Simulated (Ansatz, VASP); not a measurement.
## One calculation of AlN, two programs

```
Al N
1.0
     0.00000    2.03452    2.03452
     2.03452    0.00000    2.03452
     2.03452    2.03452    0.00000
Al N
1 1
Direct
  0.50000 0.50000 0.50000
  0.00000 0.00000 0.00000
```

Alike in both runs: task relaxation of cell and atoms; functional r2SCAN; dispersion rVV10; k mesh 10 × 10 × 10; occupations gaussian, width 0.02 eV; no spin polarisation.

```csv
,VASP,Ansatz
version,VASP 6.6.1,Ansatz 0.2.0
potentials or method,"VASP PAW PBE potentials, release 64 (Al, N), cutoff 660 eV","scalar-relativistic, plane waves, PAW"
valence electrons in the cell,8,8
```

|  | VASP | Ansatz | Ansatz less VASP |
| --- | --- | --- | --- |
| gap on the k mesh at the Fermi level, each at its own relaxed structure (eV) | 5.56 | 5.54 | -0.024 |
| relaxed volume (Å³/atom) | 8.18 | 8.20 | +0.018 |
| relaxed cell length with the largest relative difference (Å) | 2.850 | 2.852 | +0.0021 |

VASP's potentials were made for PBE, not for r2SCAN.
